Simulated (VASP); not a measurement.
Crystal: Mo.

```
Mo
1.0
    -1.58138    1.58138    1.58138
     1.58138   -1.58138    1.58138
     1.58138    1.58138   -1.58138
Mo
1
Direct
  0.00000 0.00000 0.00000
```

Program: VASP 6.6.1. Alike in all runs: task single point; level PBE; potentials or basis VASP PAW PBE potentials, release 64 (Mo_sv); no spin polarisation; cell as given; cutoff (eV) 520.

**Question.** Order these runs on this cell by their pressure, lowest first.
A. k mesh 5 × 5 × 5; smearing fermi-dirac 0.1 eV
B. k mesh 14 × 14 × 14; smearing fermi-dirac 0.6 eV
C. k mesh 2 × 2 × 2; smearing fermi-dirac 0.1 eV
D. k mesh 14 × 14 × 14; smearing fermi-dirac 1 eV
E. k mesh 14 × 14 × 14; smearing fermi-dirac 0.2 eV

**Answer.** A (-2.1 GPa), E (0.5 GPa), B (6.5 GPa), C (10.1 GPa), D (20.8 GPa).

Caveats: some runs use coarse meshes.
